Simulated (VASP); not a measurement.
Wanted: the native input for a VASP 6.6.1 run.

```
Task                   : single point
Functional             : PBE
Potentials or basis    : VASP PAW PBE potentials, release 64 (Mg, O)
Cutoff                 : 520 eV
k mesh                 : 10 × 10 × 10
Occupations            : gaussian, width 0.01 eV
Spin                   : no spin polarisation
Dipole correction      : no
Further INCAR settings : ALGO = Normal; EDIFF = 1e-06; NBANDS = 11
```

The structure of MgO (Periclase) lies in POSCAR:

```
MgO
1.0
    0.0000000000      2.1268779574      2.1268779574
    2.1268779574      0.0000000000      2.1268779574
    2.1268779574      2.1268779574      0.0000000000
Mg O
1 1
Direct
    0.0000000000      0.0000000000      0.0000000000
    0.5000000000      0.5000000000      0.5000000000
```

These files were run (other wordings do the same):

INCAR

```
SYSTEM = MgO
PREC     = Accurate       ! precision mode
ENCUT    = 520            ! plane-wave cutoff, eV
EDIFF    = 1E-6           ! SCF threshold, eV
ISMEAR   = 0              ! smearing method
SIGMA    = 0.01           ! smearing width, eV
LREAL    = .FALSE.        ! projectors in reciprocal space
LASPH    = .TRUE.         ! aspherical terms in the spheres
NELM     = 100            ! most SCF steps
ALGO     = Normal         ! electronic algorithm
ISIF     = 2              ! what is computed and relaxed
LWAVE    = .FALSE.        ! write WAVECAR
LCHARG   = .FALSE.        ! write CHGCAR
GGA      = PE             ! functional
NBANDS   = 11             ! bands
```

KPOINTS

```
Automatic mesh
0
G
  10 10 10
  0 0 0
```

Potentials or basis: VASP PAW PBE potentials, release 64 (Mg, O).

Run with:

```console
$ cat potpaw_PBE.64/Mg/POTCAR potpaw_PBE.64/O/POTCAR > POTCAR
$ mpirun -np 1 vasp_std > vasp.out
```

It gave:

The pressure is -0.7 GPa and the band gap on the k mesh is 4.44 eV, direct.

Wall time 3.5 s on 1 thread of Intel(R) Xeon(R) 6975P-C (Granite Rapids), with other jobs on the host, peak memory 0.14 GiB.
